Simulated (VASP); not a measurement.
Set up this calculation in VASP 6.6.1, as the native input.

| Property | Result |
| --- | --- |
| Task | single point |
| Functional | PBE |
| Potentials or basis | VASP PAW PBE potentials, release 64 (Cd, Se, S) |
| Cutoff | 520 eV |
| k mesh | 6 × 6 × 6 |
| Occupations | gaussian, width 0.1 eV |
| Spin | no spin polarisation |
| Dipole correction | no |
| Further INCAR settings | ALGO = Normal; EDIFF = 1e-06; NBANDS = 36 |

The structure of Cd3Se2S lies in POSCAR:

```
Cd3Se2S
1.0
   -2.0772763100      2.0772763100      8.8131369800
    2.0772763100     -2.0772763100      8.8131369800
    2.0772763100      2.0772763100     -8.8131369800
Cd Se S
3 2 1
Direct
    0.8333333300      0.8333333300      0.0000000000
    0.5000000000      0.5000000000      0.0000000000
    0.1666666700      0.1666666700      0.0000000000
    0.4166666700      0.9166666700      0.5000000000
    0.0833333300      0.5833333300      0.5000000000
    0.7500000000      0.2500000000      0.5000000000
```

These files were run (other wordings do the same):

INCAR

```
PREC = Accurate
ENCUT = 520
EDIFF = 1E-6
ISMEAR = 0
SIGMA = 0.1
LREAL = False
LASPH = True
NELM = 80
ALGO = Normal
ISIF = 2
LWAVE = False
LCHARG = False
GGA = PE
NBANDS = 36
```

KPOINTS

```
regular mesh
0
Gamma
  6 6 6
```

Potentials or basis: VASP PAW PBE potentials, release 64 (Cd, Se, S).

Launch:

```sh
$ cat potpaw_PBE.64/Cd/POTCAR potpaw_PBE.64/Se/POTCAR potpaw_PBE.64/S/POTCAR > POTCAR
$ mpirun -np 1 vasp_std > vasp.out
```

Results of the run:

```json
{
 "Pressure": "7.8 GPa",
 "Largest force": "0.751 eV/Å",
 "Band gap on the k mesh": "0.91 eV"
}
```

Caveat: the cell stands under pressure.

Run time: 18 min on 1 thread of Intel Xeon 8259CL, with other jobs on the host, peak memory 0.75 GiB.
